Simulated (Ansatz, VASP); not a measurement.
## Hg in VASP and in Ansatz

```
CELL_PARAMETERS angstrom
3.35344 0.00000 0.00000
-1.67672 2.90417 0.00000
0.00000 0.00000 5.31577
ATOMIC_POSITIONS crystal
Hg 0.66667 0.33333 0.75000
Hg 0.33333 0.66667 0.25000
```

Alike in both runs: task single point; functional PBE; k mesh 3 × 3 × 1; occupations gaussian, width 0.1 eV; no spin polarisation.

|  | VASP | Ansatz |
| --- | --- | --- |
| version | VASP 6.6.1 | Ansatz 0.2.0 |
| potentials or method | VASP PAW PBE potentials, release 64 (Hg), cutoff 520 eV | scalar-relativistic, plane waves, PAW |
| valence electrons in the cell | 24 | 40 |

VASP gave:

- gap on the k mesh at the Fermi level (eV): none
- pressure (GPa): 8.8
- traceless stress, the component that is largest in VASP (GPa): 11.44

**Question.** Estimate Ansatz's values.

**Answer.** gap on the k mesh at the Fermi level (eV): none; pressure (GPa): 8.5; traceless stress, the component that is largest in VASP (GPa): 11.46.

A gap of «none» marks a metal or a gap that the smearing closes. With one functional, cell and mesh, what is left measures potentials, basis and numerics. VASP's potentials hold 24 valence electrons a cell and Ansatz's 40, so a difference there can come from the potentials and not from the codes.

The k mesh is coarse, so the values compare programs but aren't converged. Neither program's run includes spin-orbit coupling.
